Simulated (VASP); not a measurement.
Write the native input for VASP 6.6.1 that does the following.

* Task: single point
* Functional: PBE
* Potentials or basis: VASP PAW PBE potentials, release 64 (K_sv, Tm_3, H), 4f in core
* Cutoff: 500 eV
* k mesh: 6 × 6 × 6
* Occupations: gaussian, width 0.1 eV
* Spin: no spin polarisation
* Dipole correction: no
* Further INCAR settings: ALGO = Normal; EDIFF = 1e-06; NBANDS = 20

The structure of KTmH4 lies in POSCAR:

```
KTmH4
1.0
    0.0000000000      3.1977907744      3.1977907744
    3.1977907744      0.0000000000      3.1977907744
    3.1977907744      3.1977907744      0.0000000000
K Tm H
1 1 4
Direct
    0.2500000000      0.2500000000      0.2500000000
    0.0000000000      0.0000000000      0.0000000000
    0.6313295923      0.6313295923      0.1060112230
    0.6313295923      0.1060112230      0.6313295923
    0.1060112230      0.6313295923      0.6313295923
    0.6313295923      0.6313295923      0.6313295923
```

The cell was generated, and may not be a known phase.

These files were run (other wordings do the same):

INCAR

```
SYSTEM = KTmH4
  ALGO = Normal
  EDIFF = 1E-6
  ENCUT = 500
  GGA = PE
  GGA_COMPAT = .FALSE.
  ISIF = 2
  ISMEAR = 0
  LASPH = .TRUE.
  LCHARG = .TRUE.
  LELF = .TRUE.
  LMAXMIX = 6
  LREAL = .FALSE.
  LVHAR = .TRUE.
  LWAVE = .FALSE.
  NBANDS = 20
  NELM = 200
  PREC = Accurate
  SIGMA = 0.1
```

KPOINTS

```
k-points
0
G
  6 6 6
  0 0 0
```

Potentials or basis: VASP PAW PBE potentials, release 64 (K_sv, Tm_3, H), 4f in core.

Launch:

```bash
$ cat potpaw_PBE.64/K_sv/POTCAR potpaw_PBE.64/Tm_3/POTCAR potpaw_PBE.64/H/POTCAR > POTCAR
$ mpirun -np 1 vasp_std > vasp.out
```

It gave:

```
Pressure               : 0.0 GPa
Largest force          : 0.004 eV/Å
Band gap on the k mesh : 1.16 eV
```

Caveat: spin-orbit coupling is left out, which moves the levels of the heavy elements; the 4f electrons are frozen in the core, so they carry no moment and show no levels.

It took 28 s on 1 thread of Intel(R) Xeon(R) Platinum 8559C (Emerald Rapids) (shared host), peak memory 0.21 GiB.
